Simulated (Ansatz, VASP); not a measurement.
# Cu3Te in VASP and in Ansatz

```xyz
4
Lattice="3.8933 0.0000 0.0000 0.0000 3.8933 0.0000 0.0000 0.0000 3.8933" Properties=species:S:1:pos:R:3 pbc="T T T"
Te    0.0000    0.0000    0.0000
Cu    1.9467    1.9467    0.0000
Cu    1.9467    0.0000    1.9467
Cu    0.0000    1.9467    1.9467
```

Alike in both runs: task single point; functional PBE; k mesh 7 × 7 × 7; occupations fermi-dirac, width 0.05 eV; no spin polarisation.

```csv
,VASP,Ansatz
version,VASP 6.6.1,Ansatz 0.2.0
potentials or method,"VASP PAW PBE potentials, release 64 (Te, Cu)",Ansatz PAW
plane-wave cutoff (eV),520,420
valence electrons in the cell,39,73
```

|  | VASP | Ansatz | Ansatz less VASP |
| --- | --- | --- | --- |
| gap on the k mesh at the Fermi level (eV) | none | none | - |
| pressure (GPa) | 5.9 | 5.6 | -0.24 |

A gap of «none» marks a metal or a gap that the smearing closes. VASP's potentials hold 39 valence electrons a cell and Ansatz's 73, so a difference there can come from the potentials and not from the codes.

Spin-orbit coupling is off throughout.
